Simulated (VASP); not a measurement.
Crystal: FeO (Wuestite).

```
Fe O
1.0
     0.00000    2.15540    2.15540
     2.15540    0.00000    2.15540
     2.15540    2.15540    0.00000
Fe O
1 1
Direct
  0.00000 0.00000 0.00000
  0.50000 0.50000 0.50000
```

```yaml
Program: VASP 6.6.1
Task: relaxation of cell and atoms
Functional: revPBE
Potentials_or_basis: VASP PAW PBE potentials, release 64 (Fe, O)
Cutoff: 600 eV
k_mesh: 8 × 8 × 8
Occupations: fermi-dirac, width 0.05 eV
Spin: collinear spin, ferromagnetic start
Starting_moments: "[3.0, 0.0] μB"
```

At the start: pressure 3.8 GPa; volume 10.01 Å³/atom.

Question: How do energy, volume and symmetry change on relaxing?

Answer: Over 3 steps the energy falls by 2.4 meV/atom and the volume is 10.22 Å³/atom (+2.1 %); space group Fm-3m (No. 225, to 0.05 Å); moment 4.00 μB per cell.

Step by step:
| step | energy change (eV) | largest force (eV/Å) | pressure (GPa) | volume (Å³) |
| --- | --- | --- | --- | --- |
| 1 | 0.0000 | 0.0000 | 3.77 | 20.03 |
| 2 | -0.0030 | 0.0000 | -2.18 | 20.72 |
| 3 | -0.0049 | 0.0000 | 0.02 | 20.45 |

Final structure:
```xyz
2
Lattice="0.0000 2.1705 2.1705 2.1705 0.0000 2.1705 2.1705 2.1705 0.0000" Properties=species:S:1:pos:R:3 pbc="T T T"
Fe    0.0000    0.0000    0.0000
O     2.1705    2.1705    2.1705
```

Caveat: the PAW data sets were made with another functional, which shifts forces and pressure a little; a cell with one magnetic atom can't hold antiferromagnetic order, which such compounds often take.
